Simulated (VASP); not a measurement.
The system is Li.

```xyz
4
Lattice="4.3789 0.0000 0.0000 0.0000 4.3789 0.0000 0.0000 0.0000 4.3789" Properties=species:S:1:pos:R:3 pbc="T T T"
Li    2.7387    3.8297    0.5493
Li    0.5493    2.7387    3.8297
Li    1.6402    1.6402    1.6402
Li    3.8297    0.5493    2.7387
```

- Program: VASP 6.6.1
- Task: relaxation of cell and atoms
- Functional: RPBE
- Potentials or basis: VASP PAW PBE potentials, release 64 (Li_sv)
- Cutoff: 1050 eV
- k mesh: 8 × 8 × 8
- Occupations: methfessel-paxton, width 0.05 eV
- Spin: no spin polarisation

At the start: pressure 0.9 GPa; volume 20.99 Å³/atom.

Problem. Where does the relaxation end?

Solution. Over 28 steps the energy falls by 269.9 meV/atom and the volume is 20.90 Å³/atom (-0.5 %); space group P4_132 (No. 213, to 0.1 Å) before, Fm-3m (No. 225, to 0.1 Å).

The path:
```tsv
step	energy change (eV)	largest force (eV/Å)	pressure (GPa)	volume (Å³)
1	0.0000	0.0049	0.93	83.97
2	-0.0213	0.0057	0.21	90.01
3	-0.0225	0.0061	-0.01	92.09
4	-0.0226	0.0089	0.01	91.89
5	-0.0229	0.0220	0.10	90.96
6	-0.0238	0.0783	0.52	87.33
7	-0.0188	0.3106	2.69	73.74
8	-0.0213	0.2640	2.16	76.27
9	-0.0213	0.2641	2.16	76.27
10	-0.0213	0.2643	2.16	76.26
11	-0.0213	0.2650	2.17	76.22
12	-0.0214	0.2679	2.20	76.07
13	-0.0216	0.2794	2.32	75.49
14	-0.0221	0.3247	2.82	73.17
15	-0.0214	0.3440	3.07	72.13
16	-0.0238	0.3704	3.41	70.83
17	-0.0251	0.4673	5.22	65.17
18	-0.0424	0.5119	6.87	61.41
19	-0.0369	0.5191	7.40	60.40
20	-0.1264	0.5140	7.79	59.73
21	-0.4106	0.2347	9.84	56.79
22	-0.8747	0.0483	4.50	66.42
23	-1.0472	0.1481	0.51	80.78
24	-1.0539	0.1286	0.54	80.58
25	-1.0797	0.0025	-0.02	83.65
26	-1.0797	0.0005	-0.01	83.58
27	-1.0796	0.0005	-0.01	83.58
28	-1.0796	0.0005	-0.01	83.58
```

Final structure:
```
Li
1.0
     4.37227    0.00000    0.00000
     0.00000    4.37227    0.00000
     0.00000    0.00000    4.37227
Li
4
Direct
  0.75004 0.74996 0.25004
  0.25004 0.75004 0.74996
  0.24996 0.24996 0.24996
  0.74996 0.25004 0.75004
```

Caveat: the PAW data sets were made with another functional, which shifts forces and pressure a little.
